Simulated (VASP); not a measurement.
Crystal: SiC (Moissanite 3C).

```xyz
2
Lattice="0.0000 2.1790 2.1790 2.1790 0.0000 2.1790 2.1790 2.1790 0.0000" Properties=species:S:1:pos:R:3 pbc="T T T"
Si    0.0000    0.0000    0.0000
C     1.0895    1.0895    1.0895
```

- Program: VASP 6.6.1
- Task: relaxation of cell and atoms
- Functional: RPBE
- Potentials or basis: VASP PAW PBE potentials, release 64 (Si, C)
- Cutoff: 600 eV
- k mesh: 8 × 8 × 8
- Occupations: gaussian, width 0.01 eV
- Spin: no spin polarisation

At the start: pressure 5.9 GPa; volume 10.35 Å³/atom.

Question: How do energy, volume and symmetry change on relaxing?

Answer: Over 3 steps the energy falls by 5.1 meV/atom and the volume is 10.63 Å³/atom (+2.8 %); space group F-43m (No. 216, to 0.05 Å).

The path:
```tsv
step	energy change (eV)	largest force (eV/Å)	pressure (GPa)	volume (Å³)
1	0.0000	0.0000	5.88	20.69
2	-0.0001	0.0000	-5.31	21.85
3	-0.0101	0.0000	-0.01	21.26
```

Final structure:
```xyz
2
Lattice="0.0000 2.1988 2.1988 2.1988 0.0000 2.1988 2.1988 2.1988 0.0000" Properties=species:S:1:pos:R:3 pbc="T T T"
Si    0.0000    0.0000    0.0000
C     1.0994    1.0994    1.0994
```

Caveat: the PAW data sets were made with another functional, which shifts forces and pressure a little.
